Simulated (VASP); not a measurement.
BiTe, 2 atoms in the cell. The structure is trigonal, space group R-3m (No. 166). The conventional cell has a = 4.845 Å, b = 4.845 Å, c = 9.952 Å, α = 90.00°, β = 90.00°, γ = 120.00°. Within 4.3 Å of Bi (site symmetry -3m) lie 6 Te at 3.25 Å. Te (site symmetry -3m) has 6 Bi at 3.25 Å within 4.3 Å. 

| Property | Result |
| --- | --- |
| Program | VASP 6.6.1 |
| Task | single point |
| Functional | revPBE |
| Potentials or basis | VASP PAW PBE potentials, release 64 (Bi_d, Te) |
| Cutoff | 520 eV |
| k mesh | 6 × 6 × 6 |
| Occupations | fermi-dirac, width 0.1 eV |
| Spin | no spin polarisation |
| Dipole correction | no |
| Further INCAR settings | ALGO = Normal; EDIFF = 1e-06; NBANDS = 18 |

Potentials or basis: VASP PAW PBE potentials, release 64 (Bi_d, Te).

Launch:

```bash
$ cat potpaw_PBE.64/Bi_d/POTCAR potpaw_PBE.64/Te/POTCAR > POTCAR
$ mpirun -np 1 vasp_std > vasp.out
```

Hardware: 1 thread of Intel Xeon 8259CL, with other jobs on the host.

Q: How long does it take, and how much memory?

A: It took 40 s on 1 thread of Intel Xeon 8259CL, with other jobs on the host, peak memory 0.19 GiB. Counts: scf iterations 12, k points 32.
